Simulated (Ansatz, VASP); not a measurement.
HgTe: VASP beside Ansatz

```
Hg Te
1.0
     4.70197    0.00000    0.00000
     0.00000    6.64960    0.00000
     0.00000    0.00000   24.40395
Hg Te
5 5
Direct
  0.50000 0.50000 0.30733
  0.00000 0.00000 0.40366
  0.50000 0.50000 0.50000
  0.00000 0.00000 0.59634
  0.50000 0.50000 0.69267
  0.00000 0.25000 0.30733
  0.50000 0.75000 0.40366
  0.00000 0.25000 0.50000
  0.50000 0.75000 0.59634
  0.00000 0.25000 0.69267
```

Alike in both runs: task single point; functional PBE; k mesh 8 × 5 × 1; occupations gaussian, width 0.1 eV; no spin polarisation.

```csv
,VASP,Ansatz
version,VASP 6.6.1,Ansatz 0.2.0
potentials or method,"VASP PAW PBE potentials, release 64 (Hg, Te), cutoff 520 eV","scalar-relativistic, plane waves, PAW"
valence electrons in the cell,90,180
```

```csv
,VASP,Ansatz,Ansatz less VASP
gap on the k mesh at the Fermi level (eV),0.19,0.19,+0.003
least direct gap on the mesh (eV),0.19,0.19,+0.003
rms of the force components (eV/Å),0.342,0.342,+0.0007
```

With one functional, cell and mesh, what is left measures potentials, basis and numerics. VASP's potentials hold 90 valence electrons a cell and Ansatz's 180, so a difference there can come from the potentials and not from the codes. Ansatz's warnings: xc potential rough in thin density.

Neither program's run includes spin-orbit coupling.
